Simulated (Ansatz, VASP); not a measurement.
Two plane-wave programs on ZnC2

File INCAR:

```
SYSTEM = ZnC2
PREC = Accurate
ENCUT = 600
EDIFF = 1E-6
ISMEAR = 0
SIGMA = 0.02
LREAL = .FALSE.
LASPH = .TRUE.
NELM = 80
ALGO = Normal
ISIF = 3
LWAVE = .FALSE.
LCHARG = .FALSE.
GGA = PE
IBRION = 2
NSW = 100
EDIFFG = -0.005
```

The input KPOINTS:

```
Automatic mesh
0
G
  8 8 8
  0 0 0
```

Contents of POSCAR:

```
ZnC2
1.0
   -2.1139906330      2.1139906330      2.5183854142
    2.1139906330     -2.1139906330      2.5183854142
    2.1139906330      2.1139906330     -2.5183854142
Zn C
1 2
Direct
    0.0000000000      0.0000000000      0.0000000000
    0.6231737840      0.6231737840      0.0000000000
    0.3768262160      0.3768262160      0.0000000000
```

Input for Ansatz:

```yaml
crystal:
  lattice:
    - [-2.113990633, 2.113990633, 2.5183854142]
    - [2.113990633, -2.113990633, 2.5183854142]
    - [2.113990633, 2.113990633, -2.5183854142]
  atoms:
    - { symbol: Zn, position: [0.0, 0.0, 0.0] }
    - { symbol: C, position: [0.623173784, 0.623173784, 0.0] }
    - { symbol: C, position: [0.376826216, 0.376826216, 0.0] }
basis:
  ecutwfc: 420
kpoints:
  mp_grid: { grid: [8, 8, 8] }
hamiltonian:
  xc: pbe
scf:
  occupations: { method: gaussian, width: 0.02 }
output:
  forces: true
  stress: true
  eigenvalues: true
relax:
  adjacent_minimum: "off"
  f_tol: 0.005
  max_steps: 80
  cell: { stress_tol: 0.05 }
```

Alike in both runs: task relaxation of cell and atoms; functional PBE; k mesh 8 × 8 × 8; occupations gaussian, width 0.02 eV; no spin polarisation.

|  | VASP | Ansatz |
| --- | --- | --- |
| version | VASP 6.6.1 | Ansatz 0.2.0 |
| potentials or method | VASP PAW PBE potentials, release 64 (Zn, C), cutoff 600 eV | scalar-relativistic, plane waves, PAW |
| valence electrons in the cell | 20 | 20 |

|  | VASP | Ansatz | Ansatz less VASP |
| --- | --- | --- | --- |
| gap on the k mesh at the Fermi level, each at its own relaxed structure (eV) | 3.71 | 3.71 | -0.001 |
| relaxed volume (Å³/atom) | 15.28 | 15.47 | +0.192 |
| relaxed cell length with the largest relative difference (Å) | 3.930 | 3.943 | +0.0136 |
